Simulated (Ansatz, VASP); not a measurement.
This is a calculation of Pb for Ansatz 0.2.0.

Contents of input.yaml:

```yaml
crystal:
  lattice:
    - [3.0386068135, -1.75031996, 0.0]
    - [3.0386068135, 1.75031996, 0.0]
    - [-2.1154626375, 0.0, 6.0952248674]
  atoms:
    - { symbol: Pb, position: [0.90850841, 0.90850841, 0.7262922] }
    - { symbol: Pb, position: [0.09149159, 0.09149159, 0.2737078] }
kpoints:
  mp_grid: { grid: [9, 9, 5] }
scf:
  occupations: { method: gaussian, width: 0.05 }
hamiltonian:
  xc: lda
  pseudopotentials: { kind: all_electron, lapw: { basis_error: 0.001 } }
output:
  forces: true
  stress: true
  eigenvalues: true
```

Potentials or basis: all-electron LAPW, scalar-relativistic.

Run with:

```sh
$ ansatz run input.yaml --threads 1 --pin off --max-ram 3072MiB --backend cpu --events-out ev --progress --plain --runs-dir out
```

Translate it to VASP 6.6.1. Potentials there: VASP PAW LDA potentials, release 64 (Pb_d).

As run (the cutoff follows the program's own potentials):

Contents of INCAR:

```
  PREC = Accurate
  ENCUT = 520
  EDIFF = 1E-6
  ISMEAR = 0
  SIGMA = 0.05
  LREAL = False
  LASPH = True
  NELM = 100
  ALGO = Fast
  ISIF = 2
  LWAVE = False
  LCHARG = True
  LELF = True
  LVHAR = True
  NBANDS = 21
```

The input KPOINTS:

```
Automatic mesh
0
Gamma
  9 9 5
```

POSCAR

```
Pb
1.0
    3.0386068135     -1.7503199600      0.0000000000
    3.0386068135      1.7503199600      0.0000000000
   -2.1154626375      0.0000000000      6.0952248674
Pb
2
Direct
    0.9085084100      0.9085084100      0.7262922000
    0.0914915900      0.0914915900      0.2737078000
```

Potentials or basis: VASP PAW LDA potentials, release 64 (Pb_d).

The run is started by

```console
$ cat potpaw_LDA.64/Pb_d/POTCAR > POTCAR
$ mpirun -np 1 vasp_std > vasp.out
```

Both were run:

|  | VASP | Ansatz | Ansatz less VASP |
| --- | --- | --- | --- |
| gap on the k mesh at the Fermi level (eV) | none | none | - |
| pressure (GPa) | -3.2 | -3.2 | -0.03 |
| traceless stress, the component that is largest in VASP (GPa) | -0.13 | -0.14 | -0.007 |
| rms of the force components (eV/Å) | 0.101 | 0.105 | +0.0039 |

LDA's correlation is that of Perdew and Zunger in VASP and of Perdew and Wang (1992) in Ansatz. Atom by atom the forces differ by 0.004 eV/Å (rms over components). A gap of «none» marks a metal or a gap that the smearing closes. Ansatz ran all-electron here, and VASP with PAW potentials.

Neither program's run includes spin-orbit coupling.
